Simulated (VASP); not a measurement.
**HfTa: single point with PBE**

HfTa:

```
Hf Ta
1.0
     0.00000    2.82489    2.82489
     2.82489    0.00000    2.82489
     2.82489    2.82489    0.00000
Hf Ta
1 1
Direct
  0.00000 0.00000 0.00000
  0.50000 0.50000 0.50000
```

| Item | Value |
| --- | --- |
| Program | VASP 6.6.1 |
| Task | single point |
| Functional | PBE |
| Potentials or basis | VASP PAW PBE potentials, release 64 (Hf_pv, Ta_pv) |
| Cutoff | 520 eV |
| k mesh | 18 × 18 × 18 |
| Occupations | gaussian, width 0.1 eV |
| Spin | no spin polarisation |
| Dipole correction | no |
| Further INCAR settings | ALGO = Normal; EDIFF = 1e-06; NBANDS = 18 |

| Property | Result |
| --- | --- |
| Pressure | -0.2 GPa |

Levels at points of the mesh, in eV from the Fermi level:
| k point | band 7 | band 8 | band 9 | band 10 | band 11 | band 12 | band 13 | band 14 |
| --- | --- | --- | --- | --- | --- | --- | --- | --- |
| (0.00, 0.00, 0.00) | -6.78 | -1.91 | -1.91 | -1.70 | -1.70 | -1.70 | 6.43 | 6.43 |
| (0.50, 0.00, 0.00) | -2.81 | -2.63 | 0.33 | 0.33 | 1.05 | 1.05 | 2.03 | 2.03 |
| (0.50, 0.50, 0.00) | -3.36 | -3.29 | -0.99 | -0.93 | 0.04 | 2.42 | 2.42 | 4.05 |

Run time: 53 s on 1 thread of Intel(R) Xeon(R) 6975P-C (Granite Rapids), with other jobs on the host, peak memory 0.3 GiB.

Caveat: spin-orbit coupling is left out, which moves the levels of the heavy elements.
